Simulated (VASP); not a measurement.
Here is a VASP 6.6.1 calculation.

The input INCAR:

```
ALGO     = Fast           # electronic algorithm
EDIFF    = 1E-6           # SCF threshold, eV
ENCUT    = 520            # plane-wave cutoff, eV
GGA      = PS             # functional
ISIF     = 2              # what is computed and relaxed
ISMEAR   = 0              # smearing method
LASPH    = True           # aspherical terms in the spheres
LCHARG   = False          # write CHGCAR
LREAL    = False          # projectors in reciprocal space
LWAVE    = False          # write WAVECAR
NBANDS   = 17             # bands
NELM     = 80             # most SCF steps
PREC     = Accurate       # precision mode
SIGMA    = 0.15           # smearing width, eV
```

Contents of KPOINTS:

```
k-points
0
Gamma
  12 12 8
```

POSCAR

```
Sr
1.0
    4.2404719299      0.0000000000      0.0000000000
   -2.1202359649      3.6723564153      0.0000000000
    0.0000000000      0.0000000000      7.2830839567
Sr
2
Direct
    0.3333333333      0.6666666667      0.2500000000
    0.6666666667      0.3333333333      0.7500000000
```

Potentials or basis: VASP PAW PBE potentials, release 64 (Sr_sv).

Command:

```bash
$ cat potpaw_PBE.64/Sr_sv/POTCAR > POTCAR
$ mpirun -np 1 vasp_std > vasp.out
```

(1) What does it give for the band gap on the k mesh?

(2) Predict the pressure.

## Answers

(1) zero (band 10 reaches 1.56 eV, above the bottom of band 11 at 1.26 eV).

(2) -0.8 GPa.

Caveat: the PAW data sets were made with another functional, which shifts forces and pressure a little.
